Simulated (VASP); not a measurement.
# P (P6_3/mmc) in VASP: notebook

The runs below take P through single point, with BLYP.

All numbers are computed with VASP 6.6.1; they aren't measurements. Logs are shortened: lines on timing, memory, paths and dates and some standing lists are left out, and cuts for length are marked.

**1. The cell of the first run**

It takes space group P6_3/mmc (No. 194, hexagonal). The conventional cell has a = 3.448 Å, b = 3.448 Å, c = 3.330 Å, α = 90.00°, β = 90.00°, γ = 120.00°. Within 3.4 Å of P (site symmetry -6m2) lie 8 P at 2.59 to 3.33 Å.

**2. Single point, BLYP**

The input, INCAR:

```
AGGAC    = 1.0          
AGGAX    = 1.0          
ALDAC    = 0.0          
ALDAX    = 1.0          
ALGO     = Normal         # electronic algorithm
EDIFF    = 1E-6           # SCF threshold, eV
ENCUT    = 520            # plane-wave cutoff, eV
GGA      = B5             # functional
ISIF     = 2              # what is computed and relaxed
ISMEAR   = -1             # smearing method
LASPH    = T              # aspherical terms in the spheres
LCHARG   = F              # write CHGCAR
LREAL    = F              # projectors in reciprocal space
LWAVE    = F              # write WAVECAR
NBANDS   = 12             # bands
NELM     = 100            # most SCF steps
PREC     = Accurate       # precision mode
SIGMA    = 0.1            # smearing width, eV
```

The input, KPOINTS:

```
k-points
0
Gamma
  13 13 7
```

The input, POSCAR:

```
P
1.0
    3.4476174077      0.0000000000      0.0000000000
   -1.7238087038      2.9857242576      0.0000000000
    0.0000000000      0.0000000000      3.3298516752
P
2
Direct
    0.3333333333      0.6666666667      0.2500000000
    0.6666666667      0.3333333333      0.7500000000
```

Potentials or basis: VASP PAW PBE potentials, release 64 (P).

Run with:

```sh
> cat potpaw_PBE.64/P/POTCAR > POTCAR
> mpirun -np 1 vasp_std > vasp.out
```

OUTCAR:

```text
EDIFF = 1E-6
   ENCUT = 520
   GGA = B5
   ISIF = 2
   ISMEAR = -1
   LASPH = T
   LREAL = F
   NELM = 100
   PREC = Accurate

 ion  position               nearest neighbor table
   1  0.333  0.667  0.250-   2 2.59   2 2.59   2 2.59   2 2.59   2 2.59   2 2.59
   2  0.667  0.333  0.750-   1 2.59   1 2.59   1 2.59   1 2.59   1 2.59   1 2.59

  LATTYP: Found a hexagonal cell.
 ALAT       =     3.4476174077
 C/A-ratio  =     0.9658414149

  Lattice vectors:

 A1 = (   3.4476174077,   0.0000000000,   0.0000000000)
 A2 = (  -1.7238087038,   2.9857242576,   0.0000000000)
 A3 = (   0.0000000000,   0.0000000000,   3.3298516752)

Analysis of symmetry for initial positions (statically):
=====================================================================
 Subroutine PRICEL returns:
 Original cell was already a primitive cell.

 Routine SETGRP: Setting up the symmetry group for a
 hexagonal supercell.

 Subroutine GETGRP returns: Found 24 space group operations
 (whereof 12 operations were pure point group operations)
 out of a pool of 24 trial point group operations.

The static configuration has the point symmetry D_3d.
 The point group associated with its full space group is D_6h.

Analysis of symmetry for dynamics (positions and initial velocities):
=====================================================================
 Subroutine PRICEL returns:
 Original cell was already a primitive cell.

 Routine SETGRP: Setting up the symmetry group for a
 hexagonal supercell.

 Subroutine GETGRP returns: Found 24 space group operations
 (whereof 12 operations were pure point group operations)
 out of a pool of 24 trial point group operations.

The dynamic configuration has the point symmetry D_3d.
 The point group associated with its full space group is D_6h.

 Subroutine INISYM returns: Found 24 space group operations
 (whereof 12 operations are pure point group operations),
 and found     1 'primitive' translations

----------------------------------------------------------------------------------------

                                     Primitive cell

  volume of cell :      34.2763

  direct lattice vectors                    reciprocal lattice vectors
     3.447617408  0.000000000  0.000000000     0.290055387  0.167463556  0.000000000
    -1.723808704  2.985724258  0.000000000     0.000000000  0.334927111  0.000000000
     0.000000000  0.000000000  3.329851675     0.000000000  0.000000000  0.300313677

[... 92 lines left out ...]
   TEBEG  =    0.0;   TEEND  =   0.0 temperature during run
   PSTRESS=    0.0 pullay stress
   NELECT =      10.0000    total number of electrons
   NUPDOWN=      -1.0000    fix difference up-down
   EMIN   =  10.00;   EMAX   =-10.00  energy-range for DOS
   EFERMI =   0.00;   METHOD = LEGACY
   ISMEAR =    -1;   SIGMA  =   0.10  broadening in eV -4-tet -1-fermi 0-gaus
   EFERMI_NEDOS =   21; number of points for ismear=-14 and -15
   IALGO  =     38    algorithm
   IMIX   =      4    mixing-type and parameters
     AMIX     =   0.40;   BMIX     =  1.00
     AMIX_MAG =   1.60;   BMIX_MAG =  1.00
  volume/ion in A,a.u.               =      17.14       115.65
  Fermi-wavevector in a.u.,A,eV,Ry     =   1.085784  2.051835 16.040287  1.178928
  Thomas-Fermi vector in A             =   2.221906
   LORBIT       =      0    0 simple, 1 ext, 2 COOP (PROOUT), +10 PAW based schemes
   GGA     = B5    functional components
   LHFCALC =     F    Hartree Fock is set to
   AEXX    =    0.0000 exact exchange contribution
   IVDW    =     0    specifies the selected vdW correction
   LEPSILON=     F    determine dielectric tensor
   LRPA    =     F    only Hartree local field effects (RPA)
 non-spin polarized calculation
  energy-cutoff  :      520.00
  volume of cell :       34.28
 maximum number of plane-waves:       939
 NGX is ok and might be reduce to    28
   NGX = 13   NGY = 13   NGZ = 13

 number of electron      10.0000000 magnetization

 number of electron       9.9999999 magnetization

 Free energy of the ion-electron system (eV)
  ---------------------------------------------------
  ext. energy  EPLUGINS =         0.00000000
  ---------------------------------------------------
  free energy    TOTEN  =        -8.11976066 eV

  energy without entropy =       -8.08987986  energy(sigma->0) =       -8.10482026

 E-fermi :   7.9353     XC(G=0):  -9.8836

 val. band max:        7.8906802009   @ k =   0.3077   0.0769   0.4286
 cond. band min:       7.9370069068   @ k =   0.2308   0.2308   0.0000
 fundamental gap:      0.0463267059
 Fermi energy:         7.9353356433

 k-point     1 :       0.0000    0.0000    0.0000
  band No.  band energies     occupation
      1      -7.0173      2.00000
      2       3.6265      2.00000
      3       4.6371      2.00000
      4       6.2485      2.00000
      5       6.2486      2.00000
      6      10.0780      0.00000
      7      10.0780      0.00000
      8      11.5465      0.00000
      9      14.7155      0.00000
     10      16.8049      0.00000
     11      19.3692      0.00000
     12      19.3812      0.00000
[... 331 lines left out ...]
 k-point    24 :       0.1538   -0.0000    0.1429
  band No.  band energies     occupation
      1      -6.4308      2.00000
      2       1.4433      2.00000
      3       4.1995      2.00000
      4       5.8662      2.00000
      5       7.7299      1.77271
      6       9.8425      0.00000
      7      10.9429      0.00000
      8      12.4487      0.00000
      9      13.6901      0.00000
     10      16.4897      0.00000
     11      16.6409      0.00000
     12      19.2372      0.00000

 [... further k-points ...]

------------------------ aborting loop because EDIFF is reached ----------------------------------------

  FORCE on cell =-STRESS in cart. coord.  units (eV):
  Direction    XX          YY          ZZ          XY          YZ          ZX
  --------------------------------------------------------------------------------------
  -------------------------------------------------------------------------------------
  Total        0.0324529      0.0324529      0.0332701      0.0000000      0.0000000      0.0000000
  in kB        1.5169451      1.5169451      1.5551467      0.0000000      0.0000000      0.0000000
  external PRESSURE =       1.5296790 kB  Pullay stress =       0.0000000 kB

 VOLUME and BASIS-vectors are now :
 -----------------------------------------------------------------------------
  energy-cutoff  :      520.00
  volume of cell :       34.28
      direct lattice vectors                 reciprocal lattice vectors
     3.447617408  0.000000000  0.000000000     0.290055387  0.167463556  0.000000000
    -1.723808704  2.985724258  0.000000000     0.000000000  0.334927111  0.000000000
     0.000000000  0.000000000  3.329851675     0.000000000  0.000000000  0.300313677

 POSITION                                       TOTAL-FORCE (eV/Angst)
 -----------------------------------------------------------------------------------
     -0.00000      1.99048      0.83246         0.000000      0.000000      0.000000
      1.72381      0.99524      2.49739        -0.000000     -0.000000      0.000000
 -----------------------------------------------------------------------------------
    total drift:                               -0.000000      0.000000     -0.000000

  FREE ENERGIE OF THE ION-ELECTRON SYSTEM (eV)
  ---------------------------------------------------
  free  energy   TOTEN  =        -8.1197606571 eV

  energy  without entropy=       -8.0898798608  energy(sigma->0) =       -8.10482026
```

It took 37 s on 1 thread of Intel Xeon 6975P-C, shared host; peak memory 0.16 GiB.

Results:

- Free energy: -8.1198 eV
- Pressure: 0.2 GPa
- Band gap on the k mesh: zero (band 5 reaches 9.22 eV, above the bottom of band 6 at 5.78 eV)

Caveat: the PAW data sets were made with another functional, which shifts forces and pressure a little.

**3. Single point, BLYP (volume scaled by 0.88)**

The input, INCAR:

```
PREC = Accurate
ENCUT = 520
EDIFF = 1E-7
ISMEAR = -1
SIGMA = 0.1
LREAL = False
LASPH = True
NELM = 100
ALGO = Normal
ISIF = 2
LWAVE = False
LCHARG = False
GGA = B5
ALDAX = 1.0
AGGAX = 1.0
AGGAC = 1.0
ALDAC = 0.0
NBANDS = 12
```

The input, KPOINTS:

```
Automatic mesh
0
Gamma
  12 12 11
```

The input, POSCAR:

```
P
1.0
    3.3037965013      0.0000000000      0.0000000000
   -1.6518982507      2.8611716991      0.0000000000
    0.0000000000      0.0000000000      3.1909434875
P
2
Direct
    0.3333333333      0.6666666667      0.2500000000
    0.6666666667      0.3333333333      0.7500000000
```

Potentials or basis: VASP PAW PBE potentials, release 64 (P).

Run with:

```sh
> cat potpaw_PBE.64/P/POTCAR > POTCAR
> mpirun -np 1 vasp_std > vasp.out
```

Run time: 29 s. Hardware: 1 thread of Intel Xeon 6975P-C, shared host; peak memory 0.16 GiB.

Results (log left out):

| Quantity | Value |
| --- | --- |
| Free energy | -7.9931 eV |
| Pressure | 10.9 GPa |
| Band gap on the k mesh | zero (band 5 reaches 11.13 eV, above the bottom of band 6 at 6.47 eV) |

Stress tensor (GPa, compression positive):
```
 9.73  0.00  0.00
 0.00  9.73  0.00
 0.00  0.00 13.24
```

Levels at points of the mesh, in eV from the Fermi level:
| k point | band 2 | band 3 | band 4 | band 5 | band 6 | band 7 | band 8 | band 9 |
| --- | --- | --- | --- | --- | --- | --- | --- | --- |
| (0.00, 0.00, 0.00) | -3.81 | -3.47 | -1.99 | -1.99 | 2.11 | 2.11 | 3.01 | 7.91 |
| (0.50, 0.00, 0.00) | -11.04 | -4.17 | -1.67 | -1.20 | 1.20 | 2.99 | 3.55 | 6.38 |

Caveat: the PAW data sets were made with another functional, which shifts forces and pressure a little.

**4. Single point, BLYP (volume scaled by 0.92)**

The input, INCAR:

```
SYSTEM = P
PREC = Accurate ; ENCUT = 520
EDIFF = 1E-6 ; ISMEAR = -1
SIGMA = 0.1 ; LREAL = .FALSE.
LASPH = .TRUE. ; NELM = 80
ALGO = Normal ; ISIF = 2
LWAVE = .FALSE. ; LCHARG = .TRUE.
GGA = B5 ; ALDAX = 1.0
AGGAX = 1.0 ; AGGAC = 1.0
ALDAC = 0.0 ; LELF = .TRUE.
LVHAR = .TRUE. ; NBANDS = 12
```

The input, KPOINTS:

```
regular mesh
0
G
  12 12 11
  0 0 0
```

The input, POSCAR:

```
P
1.0
    3.3531141678      0.0000000000      0.0000000000
   -1.6765570839      2.9038820511      0.0000000000
    0.0000000000      0.0000000000      3.2385765322
P
2
Direct
    0.3333333333      0.6666666667      0.2500000000
    0.6666666667      0.3333333333      0.7500000000
```

Potentials or basis: VASP PAW PBE potentials, release 64 (P).

Run with:

```sh
> cat potpaw_PBE.64/P/POTCAR > POTCAR
> mpirun -np 1 vasp_std > vasp.out
```

OUTCAR:

```text
SYSTEM = P
   PREC = Accurate
   ENCUT = 520
   EDIFF = 1E-6
   ISMEAR = -1
   LREAL = .FALSE.
   LASPH = .TRUE.
   NELM = 80
   ISIF = 2
   GGA = B5

 ion  position               nearest neighbor table
   1  0.333  0.667  0.250-   2 2.52   2 2.52   2 2.52   2 2.52   2 2.52   2 2.52
   2  0.667  0.333  0.750-   1 2.52   1 2.52   1 2.52   1 2.52   1 2.52   1 2.52

  LATTYP: Found a hexagonal cell.
 ALAT       =     3.3531141678
 C/A-ratio  =     0.9658414149

  Lattice vectors:
[... 551 lines left out ...]

------------------------ aborting loop because EDIFF is reached ----------------------------------------

  FORCE on cell =-STRESS in cart. coord.  units (eV):
  Direction    XX          YY          ZZ          XY          YZ          ZX
  --------------------------------------------------------------------------------------
  -------------------------------------------------------------------------------------
  Total        1.1662724      1.1662724      1.5223579      0.0000000     -0.0000000     -0.0000000
  in kB       59.2555591     59.2555591     77.3474276      0.0000000     -0.0000000     -0.0000000
  external PRESSURE =      65.2861820 kB  Pullay stress =       0.0000000 kB

 VOLUME and BASIS-vectors are now :
 -----------------------------------------------------------------------------
  energy-cutoff  :      520.00
  volume of cell :       31.53
      direct lattice vectors                 reciprocal lattice vectors
     3.353114168  0.000000000  0.000000000     0.298230227  0.172183302  0.000000000
    -1.676557084  2.903882051  0.000000000     0.000000000  0.344366604  0.000000000
     0.000000000  0.000000000  3.238576532     0.000000000  0.000000000  0.308777634

 POSITION                                       TOTAL-FORCE (eV/Angst)
 -----------------------------------------------------------------------------------
     -0.00000      1.93592      0.80964        -0.000000     -0.000000      0.000000
      1.67656      0.96796      2.42893         0.000000      0.000000      0.000000
 -----------------------------------------------------------------------------------
    total drift:                                0.000000     -0.000000      0.000000

  FREE ENERGIE OF THE ION-ELECTRON SYSTEM (eV)
  ---------------------------------------------------
  free  energy   TOTEN  =        -8.0674082960 eV

  energy  without entropy=       -8.0401763536  energy(sigma->0) =       -8.05379232
```

OSZICAR:

```text
N       E                     dE             d eps       ncg     rms          rms(c)
DAV:   1     0.238374629188E+02    0.23837E+02   -0.45466E+03  2736   0.722E+02
DAV:   2    -0.689474802616E+01   -0.30732E+02   -0.29486E+02  3560   0.116E+02
DAV:   3    -0.805457932710E+01   -0.11598E+01   -0.11478E+01  3572   0.213E+01
DAV:   4    -0.806218781640E+01   -0.76085E-02   -0.76040E-02  3236   0.209E+00
DAV:   5    -0.806225476084E+01   -0.66944E-04   -0.66940E-04  3540   0.190E-01    0.502E+00
DAV:   6    -0.806192352920E+01    0.33123E-03   -0.15823E-02  3196   0.694E-01    0.304E+00
DAV:   7    -0.806712099659E+01   -0.51975E-02   -0.34035E-02  3260   0.105E+00    0.125E-01
DAV:   8    -0.806739119480E+01   -0.27020E-03   -0.14092E-03  3280   0.244E-01    0.302E-02
DAV:   9    -0.806740561778E+01   -0.14423E-04   -0.22050E-05  3568   0.354E-02    0.193E-02
DAV:  10    -0.806740844046E+01   -0.28227E-05   -0.65518E-06  3272   0.164E-02    0.211E-03
DAV:  11    -0.806740829604E+01    0.14442E-06   -0.22029E-07  1936   0.316E-03
   1 F= -.80674083E+01 E0= -.80537923E+01  d E =-.272319E-01
```

Wall time 33 s (1 thread of Intel Xeon 6975P-C, shared host); peak memory 0.16 GiB.

What came out:

| Quantity | Value |
| --- | --- |
| Free energy | -8.0674 eV |
| Pressure | 6.5 GPa |
| Band gap on the k mesh | zero (band 5 reaches 10.41 eV, above the bottom of band 6 at 6.07 eV) |

Caveat: the PAW data sets were made with another functional, which shifts forces and pressure a little.

[end of part 1 of 2]
